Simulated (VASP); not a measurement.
Write the native input for VASP 6.6.1 that does the following.

```
Task                    : density of states
Functional              : PBE
Potentials or basis     : VASP PAW PBE potentials, release 64 (Ga_d, Sb)
Cutoff                  : 520 eV
k mesh                  : 18 × 18 × 10
Occupations             : gaussian, width 0.1 eV
Spin                    : no spin polarisation
Dipole correction       : no
k mesh for the DOS      : 27 × 27 × 15
Occupations for the DOS : tetrahedron
Further INCAR settings  : ALGO = Normal; EDIFF = 1e-06; NBANDS = 16
```

GaSb:

```
Ga Sb
1.0
     2.05288   -2.17644    0.00000
     2.05288    2.17644    0.00000
     0.00000    0.00000    5.84705
Ga Sb
1 1
Cartesian
  2.0529 0.0000 0.0000
  2.0529 0.0000 2.9235
```

One way to write it, as run:

POSCAR

```
GaSb
1.0
    2.0528763385     -2.1764393937      0.0000000000
    2.0528763385      2.1764393937      0.0000000000
    0.0000000000      0.0000000000      5.8470517337
Ga Sb
1 1
Direct
    0.5000000000      0.5000000000      0.0000000000
    0.5000000000      0.5000000000      0.5000000000
```

INCAR.step1

```
SYSTEM = GaSb
  PREC = Accurate
  ENCUT = 520
  EDIFF = 1E-6
  ISMEAR = 0
  SIGMA = 0.1
  LREAL = .FALSE.
  LASPH = .TRUE.
  NELM = 80
  ALGO = Normal
  ISIF = 2
  LWAVE = .FALSE.
  LCHARG = .TRUE.
  GGA = PE
  NBANDS = 16
```

KPOINTS.step1

```
Automatic mesh
0
G
  18 18 10
  0 0 0
```

INCAR.step2

```
SYSTEM = GaSb
  PREC = Accurate
  ENCUT = 520
  EDIFF = 1E-6
  ISMEAR = -5
  SIGMA = 0.1
  LREAL = .FALSE.
  LASPH = .TRUE.
  NELM = 80
  ALGO = Normal
  ISIF = 2
  LWAVE = .FALSE.
  LCHARG = .FALSE.
  GGA = PE
  LORBIT = 10
  NBANDS = 16
  NEDOS = 1001
  ICHARG = 11
```

KPOINTS.step2

```
Automatic mesh
0
G
  27 27 15
  0 0 0
```

Potentials or basis: VASP PAW PBE potentials, release 64 (Ga_d, Sb).

Launch:

```bash
$ cat potpaw_PBE.64/Ga_d/POTCAR potpaw_PBE.64/Sb/POTCAR > POTCAR
$ cp INCAR.step1 INCAR
$ cp KPOINTS.step1 KPOINTS
$ mpirun -np 1 vasp_std > vasp.out
$ cp INCAR.step2 INCAR
$ cp KPOINTS.step2 KPOINTS
$ mpirun -np 1 vasp_std > vasp.out
```

It gave:

The valence electrons inside the program's atomic spheres are Ga 11.46; Sb 2.41.

Caveat: spin-orbit coupling is left out, which moves the levels of the heavy elements.

It took 15 min on 1 thread of Oxide Virtual Turin-like Processor (shared host), peak memory 1.3 GiB.
